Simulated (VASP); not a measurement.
# Sb (P2_1/m) in VASP: notebook, part 3 of 3

VASP 6.6.1. The steps go on from the part before.

### Step 6. Single point, LDA (volume scaled by 0.98)

Contents of INCAR:

```
SYSTEM = Sb
PREC     = Accurate       ! precision mode
ENCUT    = 520            ! plane-wave cutoff, eV
EDIFF    = 1E-6           ! SCF threshold, eV
ISMEAR   = -1             ! smearing method
SIGMA    = 0.05           ! smearing width, eV
LREAL    = .False.        ! projectors in reciprocal space
LASPH    = .True.         ! aspherical terms in the spheres
NELM     = 80             ! most SCF steps
ALGO     = Normal         ! electronic algorithm
ISIF     = 2              ! what is computed and relaxed
LWAVE    = .False.        ! write WAVECAR
LCHARG   = .False.        ! write CHGCAR
GGA      = CA             ! functional
NBANDS   = 18             ! bands
```

Contents of KPOINTS:

```
Automatic mesh
0
Gamma
  6 6 4
  0 0 0
```

Contents of POSCAR:

```
Sb
1.0
    4.4973118361      0.0000000000      0.0000000000
    0.0000000000      4.3914272939      0.0000000000
   -1.3116561893      0.0000000000      6.3216329680
Sb
4
Direct
    0.3399300000      0.2500000000      0.6836700000
    0.9366380000      0.7500000000      0.7627580000
    0.0633620000      0.2500000000      0.2372420000
    0.6600700000      0.7500000000      0.3163300000
```

Potentials or basis: VASP PAW LDA potentials, release 64 (Sb).

On the command line:

```
$ cat potpaw_LDA.64/Sb/POTCAR > POTCAR
$ mpirun -np 1 vasp_std > vasp.out
```

OUTCAR:

```text
SYSTEM = Sb
   PREC = Accurate
   ENCUT = 520
   EDIFF = 1E-6
   ISMEAR = -1
   LREAL = .False.
   LASPH = .True.
   NELM = 80
   ISIF = 2
   GGA = CA

 ion  position               nearest neighbor table
   1  0.340  0.250  0.684-   3 2.90   2 2.96   2 2.96   2 3.42   2 3.42   4 3.73   4 3.73
   2  0.937  0.750  0.763-   4 2.90   1 2.96   1 2.96   1 3.42   1 3.42   3 3.72   3 3.72
   3  0.063  0.250  0.237-   1 2.90   4 2.96   4 2.96   4 3.42   4 3.42   2 3.72   2 3.72
   4  0.660  0.750  0.316-   2 2.90   3 2.96   3 2.96   3 3.42   3 3.42   1 3.73   1 3.73

  LATTYP: Found a simple monoclinic cell.
 ALAT       =     4.4973118361
 B/A-ratio  =     0.9764560373
 C/A-ratio  =     1.4355853266
 COS(beta)  =    -0.2031599047

  Lattice vectors:

 A1 = (   4.4973118361,   0.0000000000,   0.0000000000)
 A2 = (   0.0000000000,   4.3914272939,   0.0000000000)
 A3 = (  -1.3116561893,   0.0000000000,   6.3216329680)

Analysis of symmetry for initial positions (statically):
=====================================================================
 Subroutine PRICEL returns:
 Original cell was already a primitive cell.

 Routine SETGRP: Setting up the symmetry group for a
 simple monoclinic supercell.

 Subroutine GETGRP returns: Found  4 space group operations
 (whereof  2 operations were pure point group operations)
 out of a pool of  4 trial point group operations.

The static configuration has the point symmetry S_2 .
 The point group associated with its full space group is C_2h.

Analysis of symmetry for dynamics (positions and initial velocities):
=====================================================================
 Subroutine PRICEL returns:
 Original cell was already a primitive cell.

 Routine SETGRP: Setting up the symmetry group for a
 simple monoclinic supercell.

 Subroutine GETGRP returns: Found  4 space group operations
[... 119 lines left out ...]
   NELECT =      20.0000    total number of electrons
   NUPDOWN=      -1.0000    fix difference up-down
   EMIN   =  10.00;   EMAX   =-10.00  energy-range for DOS
   EFERMI =   0.00;   METHOD = LEGACY
   ISMEAR =    -1;   SIGMA  =   0.05  broadening in eV -4-tet -1-fermi 0-gaus
   EFERMI_NEDOS =   21; number of points for ismear=-14 and -15
   IALGO  =     38    algorithm
   IMIX   =      4    mixing-type and parameters
     AMIX     =   0.40;   BMIX     =  1.00
     AMIX_MAG =   1.60;   BMIX_MAG =  1.00
  volume/ion in A,a.u.               =      31.21       210.63
  Fermi-wavevector in a.u.,A,eV,Ry     =   0.889110  1.680174 10.755632  0.790517
  Thomas-Fermi vector in A             =   2.010628
   LORBIT       =      0    0 simple, 1 ext, 2 COOP (PROOUT), +10 PAW based schemes
   GGA     = CA    functional components
   LHFCALC =     F    Hartree Fock is set to
   AEXX    =    0.0000 exact exchange contribution
   IVDW    =     0    specifies the selected vdW correction
   LEPSILON=     F    determine dielectric tensor
   LRPA    =     F    only Hartree local field effects (RPA)
 non-spin polarized calculation
  energy-cutoff  :      520.00
  volume of cell :      124.85
 maximum number of plane-waves:      3386
 NGX is ok and might be reduce to    36
   NGX = 17   NGY = 17   NGZ = 23

 number of electron      19.9999999 magnetization

 Free energy of the ion-electron system (eV)
  ---------------------------------------------------
  ext. energy  EPLUGINS =         0.00000000
  ---------------------------------------------------
  free energy    TOTEN  =       -18.71181018 eV

  energy without entropy =      -18.70267079  energy(sigma->0) =      -18.70724049

 E-fermi :   6.5296     XC(G=0):  -9.5879

 val. band max:        6.4141730553   @ k =   0.3333   0.0000   0.5000
 cond. band min:       6.5451918532   @ k =  -0.1667   0.0000   0.2500
 fundamental gap:      0.1310187979
 Fermi energy:         6.5296087891

 k-point     1 :       0.0000    0.0000    0.0000
  band No.  band energies     occupation
      1      -5.8649      2.00000
      2      -3.3813      2.00000
      3      -0.8453      2.00000
      4       0.0943      2.00000
      5       2.2489      2.00000
      6       3.0294      2.00000
[... 481 lines left out ...]
      5       2.6628      2.00000
      6       3.0640      2.00000
[... 10 lines left out ...]
     17      11.1825      0.00000
     18      11.9788      0.00000

 [... further k-points ...]
[... 5 lines left out ...]
  --------------------------------------------------------------------------------------
  -------------------------------------------------------------------------------------
  Total       -1.8482624     -2.1684976     -1.3834698      0.0000000      0.0000000      0.3218647
  in kB      -23.7184461    -27.8279713    -17.7538397      0.0000000      0.0000000      4.1304361
  external PRESSURE =     -23.1000857 kB  Pullay stress =       0.0000000 kB

 VOLUME and BASIS-vectors are now :
 -----------------------------------------------------------------------------
  energy-cutoff  :      520.00
  volume of cell :      124.85
      direct lattice vectors                 reciprocal lattice vectors
     4.497311836  0.000000000  0.000000000     0.222355050  0.000000000  0.046135766
     0.000000000  4.391427294  0.000000000     0.000000000  0.227716397  0.000000000
    -1.311656189  0.000000000  6.321632968     0.000000000  0.000000000  0.158186976

 POSITION                                       TOTAL-FORCE (eV/Angst)
 -----------------------------------------------------------------------------------
      0.63203      1.09786      4.32191        -0.031385      0.000000      0.111052
      3.21188      3.29357      4.82188         0.087961      0.000000     -0.000307
     -0.02622      1.09786      1.49976        -0.087961     -0.000000      0.000307
      2.55362      3.29357      1.99972         0.031385     -0.000000     -0.111052
 -----------------------------------------------------------------------------------
    total drift:                               -0.000000      0.000000      0.000000

  FREE ENERGIE OF THE ION-ELECTRON SYSTEM (eV)
  ---------------------------------------------------
  free  energy   TOTEN  =       -18.7118101810 eV

  energy  without entropy=      -18.7026707892  energy(sigma->0) =      -18.70724049
```

stdout:

```text
POSCAR found type information on POSCAR Sb
 POSCAR found :  1 types and       4 ions
 scaLAPACK will be used
 LDA part: xc-table for (Slater(with rela. corr.)+CA(PZ))
 , standard interpolation
 POSCAR, INCAR and KPOINTS ok, starting setup
 FFT: planning ... GRIDC
 FFT: planning ... GRID_SOFT
 FFT: planning ... GRID
 WAVECAR not read
 entering main loop
```

Run time: 76 s. Hardware: 1 thread of Intel Xeon Platinum 8488C (Sapphire Rapids), shared host; peak memory 0.25 GiB.

What came out:

```yaml
Free_energy: -18.7118 eV
Pressure: -2.3 GPa
Largest_force: 0.115 eV/Å
Band_gap_on_the_k_mesh: zero (band 10 reaches 6.74 eV, above the bottom of band 11 at 6.17 eV)
```

Forces on the atoms (eV/Å):
```
Sb  -0.031  0.000  0.111
Sb   0.088  0.000  0.000
Sb  -0.088  0.000  0.000
Sb   0.031  0.000 -0.111
```

Stress tensor (GPa, compression positive):
```
-2.37  0.00  0.41
 0.00 -2.78  0.00
 0.41  0.00 -1.78
```

Caveat: spin-orbit coupling is left out, which moves the levels of the heavy elements.

### Step 7. Overview

```tsv
cell	gap on the mesh (eV)	pressure (GPa)	largest force (eV/Å)
a = 4.587, b = 4.479, c = 6.585 Å, angles 90.0, 101.7, 90.0°, 4 atoms	none	-4.8	0.40
a = 4.617, b = 4.508, c = 6.627 Å, angles 90.0, 101.7, 90.0°, 4 atoms	none	-5.4	0.49
a = 4.435, b = 4.331, c = 6.367 Å, angles 90.0, 101.7, 90.0°, 4 atoms	none	-0.1	0.33
a = 4.467, b = 4.361, c = 6.412 Å, angles 90.0, 101.7, 90.0°, 4 atoms	none	-1.3	0.20
a = 4.497, b = 4.391, c = 6.456 Å, angles 90.0, 101.7, 90.0°, 4 atoms	none	-2.3	0.12
```

Alike in all rows: task single point; level LDA; potentials or basis VASP PAW LDA potentials, release 64 (Sb); no spin polarisation; k mesh 6 × 6 × 4; cutoff (eV) 520; smearing fermi-dirac 0.05 eV.

Caveats: spin-orbit coupling is left out, which moves the levels of the heavy elements.

Total energies depend on the potentials used, so only differences within one code and one set of settings carry meaning.
